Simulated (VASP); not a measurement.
Write the native input for VASP 6.6.1 that does the following.

| Property | Result |
| --- | --- |
| Task | single point |
| Functional | PBE |
| Potentials or basis | VASP PAW PBE potentials, release 64 (C) |
| Cutoff | 600 eV |
| k mesh | 4 × 4 × 4 |
| Occupations | gaussian, width 0.01 eV |
| Spin | no spin polarisation |
| Dipole correction | no |
| Further INCAR settings | ALGO = Normal; EDIFF = 1e-06; NBANDS = 11 |

The structure of C lies in POSCAR:

```
C
1.0
    0.0000000000      1.7593956938      1.7593956938
    1.7593956938      0.0000000000      1.7593956938
    1.7593956938      1.7593956938      0.0000000000
C
2
Direct
    0.0000000000      0.0000000000      0.0000000000
    0.2500000000      0.2500000000      0.2500000000
```

These files were run (other wordings do the same):

INCAR

```
PREC     = Accurate       # precision mode
ENCUT    = 600            # plane-wave cutoff, eV
EDIFF    = 1E-6           # SCF threshold, eV
ISMEAR   = 0              # smearing method
SIGMA    = 0.01           # smearing width, eV
LREAL    = F              # projectors in reciprocal space
LASPH    = T              # aspherical terms in the spheres
NELM     = 120            # most SCF steps
ALGO     = Normal         # electronic algorithm
ISIF     = 2              # what is computed and relaxed
LWAVE    = F              # write WAVECAR
LCHARG   = F              # write CHGCAR
GGA      = PE             # functional
NBANDS   = 11             # bands
GGA_COMPAT= F
```

KPOINTS

```
Automatic mesh
0
Gamma
  4 4 4
```

Potentials or basis: VASP PAW PBE potentials, release 64 (C).

The run is started by

```bash
$ cat potpaw_PBE.64/C/POTCAR > POTCAR
$ mpirun -np 1 vasp_std > vasp.out
```

It gave:

* Pressure: 22.4 GPa
* Band gap on the k mesh: 4.53 eV, indirect (least direct gap 5.69 eV)

Caveat: the k points lie up to 0.77 Å⁻¹ apart.

It took 4.1 s on 1 thread of Intel Xeon 8259CL, with other jobs on the host, peak memory 0.11 GiB.
